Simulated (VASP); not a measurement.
A run of VASP 6.6.1:

The input INCAR:

```
SYSTEM = BeS
PREC = Accurate ; ENCUT = 520
EDIFF = 1E-7 ; ISMEAR = -1
SIGMA = 0.02 ; LREAL = .False.
LASPH = .True. ; NELM = 100
ALGO = Normal ; ISIF = 2
LWAVE = .False. ; LCHARG = .False.
GGA = PE ; NBANDS = 11
```

The input KPOINTS:

```
Automatic mesh
0
Gamma
  10 10 10
  0 0 0
```

POSCAR

```
BeS
1.0
    0.0000000000      2.3612770434      2.4893639833
    2.3612770434      0.0000000000      2.4893639833
    2.3612770434      2.3612770434      0.0000000000
Be S
1 1
Direct
    0.0000000000      0.0000000000      0.0000000000
    0.2500000000      0.2500000000      0.2500000000
```

Potentials or basis: VASP PAW PBE potentials, release 64 (Be, S).

Run with:

```bash
$ cat potpaw_PBE.64/Be/POTCAR potpaw_PBE.64/S/POTCAR > POTCAR
$ mpirun -np 1 vasp_std > vasp.out
```

Hardware: 1 thread of Intel(R) Xeon(R) 6975P-C (Granite Rapids) (shared host).

Question: Estimate the wall time of this run.

Answer: It took 17 s on 1 thread of Intel(R) Xeon(R) 6975P-C (Granite Rapids), with other jobs on the host, peak memory 0.16 GiB. Counts: scf iterations 14, k points 102.
